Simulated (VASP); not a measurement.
Co, 2 atoms in the cell. The structure is cubic, space group Pm-3m (No. 221). Conventional cell: a = 2.250 Å, b = 2.250 Å, c = 2.250 Å, α = 90.00°, β = 90.00°, γ = 90.00°. Within 3.0 Å of Co (site symmetry m-3m) lie 6 Co at 2.25 Å. 

| Item | Value |
| --- | --- |
| Program | VASP 6.6.1 |
| Task | single point |
| Functional | r2SCAN |
| Potentials or basis | VASP PAW PBE potentials, release 64 (Co) |
| Cutoff | 520 eV |
| k mesh | 12 × 12 × 12 |
| Occupations | fermi-dirac, width 0.05 eV |
| Spin | collinear spin, antiferromagnetic start |
| Starting moments | [1.7, -1.7] μB |
| Dipole correction | no |
| Further INCAR settings | ALGO = Normal; EDIFF = 1e-07; NBANDS = 20 |

Potentials or basis: VASP PAW PBE potentials, release 64 (Co).

Command:

```bash
$ cat potpaw_PBE.64/Co/POTCAR > POTCAR
$ cp INCAR.step1 INCAR
$ mpirun -np 1 vasp_std > vasp.out
$ cp INCAR.step2 INCAR
$ mpirun -np 1 vasp_std > vasp.out
```

Hardware: 1 thread of AMD EPYC 9R45 96-Core Processor (Zen 5), on a shared host.

**Question.** Estimate the wall time of this run.

**Answer.** Run time: 2.4 min on 1 thread of AMD EPYC 9R45 96-Core Processor (Zen 5), with other jobs on the host, peak memory 0.15 GiB. Counts: k points 72.
